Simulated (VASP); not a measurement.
FeSi:

```
Fe Si
1.0
     4.55070    0.00000    0.00000
     0.00000    4.55070    0.00000
     0.00000    0.00000    4.55070
Fe Si
4 4
Direct
  0.13652 0.13652 0.13652
  0.36348 0.86348 0.63652
  0.63652 0.36348 0.86348
  0.86348 0.63652 0.36348
  0.84240 0.84240 0.84240
  0.65760 0.15760 0.34240
  0.34240 0.65760 0.15760
  0.15760 0.34240 0.65760
```

```yaml
Program: VASP 6.6.1
Task: relaxation of cell and atoms
Functional: PBE
Potentials_or_basis: VASP PAW PBE potentials, release 64 (Fe, Si)
Cutoff: 600 eV
k_mesh: 8 × 8 × 8
Occupations: gaussian, width 0.01 eV
Spin: no spin polarisation
```

At the start: pressure -13.7 GPa; volume 11.78 Å³/atom.

Where does the relaxation end?

Over 12 steps the energy falls by 36.5 meV/atom and the volume is 11.00 Å³/atom (-6.6 %); space group P2_13 (No. 198, to 0.1 Å) before and after.

Step by step:
```
step  energy change (eV)  largest force (eV/Å)  pressure (GPa)  volume (Å³)
   1              0.0000                0.2828          -13.74        94.24
   2              0.1786                0.5248           23.10        81.12
   3             -0.2901                0.1231           -0.24        88.12
   4             -0.2902                0.1190            0.06        88.00
   5             -0.2921                0.0274            0.06        88.00
   6             -0.2922                0.0043            0.04        88.00
   7             -0.2922                0.0056            0.05        88.00
   8             -0.2922                0.0023           -0.06        88.04
   9             -0.2922                0.0031           -0.01        88.02
  10             -0.2922                0.0047            0.03        88.02
  11             -0.2922                0.0032           -0.02        88.02
  12             -0.2922                0.0024            0.03        88.01
```

Final structure:
```cif
data_structure
_symmetry_space_group_name_H-M 'P 1'
_symmetry_Int_Tables_number 1
_cell_length_a 4.4480
_cell_length_b 4.4480
_cell_length_c 4.4480
_cell_angle_alpha 90.000
_cell_angle_beta 90.000
_cell_angle_gamma 90.000
_cell_volume 88.01
loop_
_atom_site_label
_atom_site_type_symbol
_atom_site_fract_x
_atom_site_fract_y
_atom_site_fract_z
_atom_site_occupancy
Fe1 Fe 0.13635 0.13635 0.13635 1
Fe2 Fe 0.36365 0.86365 0.63635 1
Fe3 Fe 0.63635 0.36365 0.86365 1
Fe4 Fe 0.86365 0.63635 0.36365 1
Si1 Si 0.84077 0.84077 0.84077 1
Si2 Si 0.65923 0.15923 0.34077 1
Si3 Si 0.34077 0.65923 0.15923 1
Si4 Si 0.15923 0.34077 0.65923 1
```
